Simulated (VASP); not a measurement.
Write the native input for VASP 6.6.1 that does the following.

- Task: single point
- Functional: PBEsol
- Potentials or basis: VASP PAW PBE potentials, release 64 (Al, Ru_pv)
- Cutoff: 520 eV
- k mesh: 14 × 14 × 14
- Occupations: gaussian, width 0.1 eV
- Spin: no spin polarisation
- Dipole correction: no
- Further INCAR settings: ALGO = Normal; EDIFF = 1e-06; NBANDS = 16

The structure of AlRu lies in POSCAR:

```
AlRu
1.0
    2.8853917355      0.0000000000      0.0000000000
    0.0000000000      2.8853917355      0.0000000000
    0.0000000000      0.0000000000      2.8853917355
Al Ru
1 1
Direct
    0.0000000000      0.0000000000      0.0000000000
    0.5000000000      0.5000000000      0.5000000000
```

One way to write it, as run:

INCAR

```
SYSTEM = AlRu
PREC = Accurate
ENCUT = 520
EDIFF = 1E-6
ISMEAR = 0
SIGMA = 0.1
LREAL = .FALSE.
LASPH = .TRUE.
NELM = 100
ALGO = Normal
ISIF = 2
LWAVE = .FALSE.
LCHARG = .FALSE.
GGA = PS
NBANDS = 16
```

KPOINTS

```
regular mesh
0
G
  14 14 14
  0 0 0
```

Potentials or basis: VASP PAW PBE potentials, release 64 (Al, Ru_pv).

The run is started by

```console
$ cat potpaw_PBE.64/Al/POTCAR potpaw_PBE.64/Ru_pv/POTCAR > POTCAR
$ mpirun -np 1 vasp_std > vasp.out
```

It gave:

* Pressure: 25.2 GPa
* Band gap on the k mesh: zero (an odd number of electrons rules out a gap without spin polarisation)

Caveat: the cell stands under pressure; the PAW data sets were made with another functional, which shifts forces and pressure a little.

Wall time 40 s on 1 thread of Intel Xeon 8259CL, on a shared host, peak memory 0.18 GiB.
